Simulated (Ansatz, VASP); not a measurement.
## Two plane-wave programs on Ag

```
Ag
1.0
     2.04310   -2.04310    0.00000
     2.04310    0.00000   -2.04310
    10.89667    6.81027    6.81027
Ag
6
Direct
  0.61112 0.61112 0.08332
  0.38887 0.38887 0.91665
  0.16667 0.16667 0.24998
  0.27777 0.27777 0.58332
  0.72222 0.72222 0.41665
  0.83332 0.83332 0.74998
```

Alike in both runs: task single point; functional PBE; k mesh 18 × 18 × 4; occupations gaussian, width 0.15 eV; no spin polarisation.

```csv
,VASP,Ansatz
version,VASP 6.6.1,Ansatz 0.2.0
potentials or method,"VASP PAW PBE potentials, release 64 (Ag), cutoff 520 eV","scalar-relativistic, plane waves, PAW"
valence electrons in the cell,66,114
```

Ansatz gave:

- gap on the k mesh at the Fermi level (eV): none
- pressure (GPa): 4.7
- traceless stress, the component that is largest in VASP (GPa): -0.08
- rms of the force components (eV/Å): 0.008

**Question.** Estimate VASP's values.

**Answer.** gap on the k mesh at the Fermi level (eV): none; pressure (GPa): 4.6; traceless stress, the component that is largest in VASP (GPa): -0.08; rms of the force components (eV/Å): 0.009.

Atom by atom the forces differ by 0.000 eV/Å (rms over components). A gap of «none» marks a metal or a gap that the smearing closes. VASP's potentials hold 66 valence electrons a cell and Ansatz's 114, so a difference there can come from the potentials and not from the codes.
